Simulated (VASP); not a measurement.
## C: single point with r2SCAN

C:

```
C
1.0
     2.47791    0.00000    0.00000
    -1.23895    2.14593    0.00000
     0.00000    0.00000    4.12676
C
4
Direct
  0.33333 0.66667 0.00023
  0.66667 0.33333 0.50023
  0.33333 0.66667 0.37477
  0.66667 0.33333 0.87477
```

This cell differs from its parent crystal: volume changed by -3%.

```
Program             : VASP 6.6.1
Task                : single point
Functional          : r2SCAN
Potentials or basis : VASP PAW PBE potentials, release 64 (C)
Cutoff              : 520 eV
k mesh              : 9 × 9 × 6
Occupations         : gaussian, width 0.01 eV
Spin                : no spin polarisation
```

```json
{
  "Pressure": "15.8 GPa",
  "Largest force": "0.048 eV/Å",
  "Band gap on the k mesh": "3.46 eV, indirect (least direct gap 5.24 eV)"
}
```

Forces in eV/Å, atoms in the order of the input:
```
C    0.000  0.000  0.048
C    0.000  0.000  0.048
C    0.000  0.000 -0.048
C    0.000  0.000 -0.048
```

Stress tensor (GPa, compression positive):
```
15.73  0.00  0.00
 0.00 15.73  0.00
 0.00  0.00 15.87
```

Levels at points of the mesh, in eV from the valence-band top:
```csv
k point,band 5,band 6,band 7,band 8,band 9,band 10,band 11,band 12
"(0.00, 0.00, 0.00)",-3.38,-0.52,0.00,0.00,5.24,5.24,5.66,8.86
"(0.00, 0.00, 0.50)",-2.03,-2.03,-2.03,-2.03,7.73,7.73,7.73,7.73
```

Run time: 30 s on 1 thread of AMD EPYC 9R14 (Zen 4) (shared host), peak memory 0.1 GiB.

Caveat: the PAW data sets were made with another functional, which shifts forces and pressure a little. A k mesh can miss the band edges.
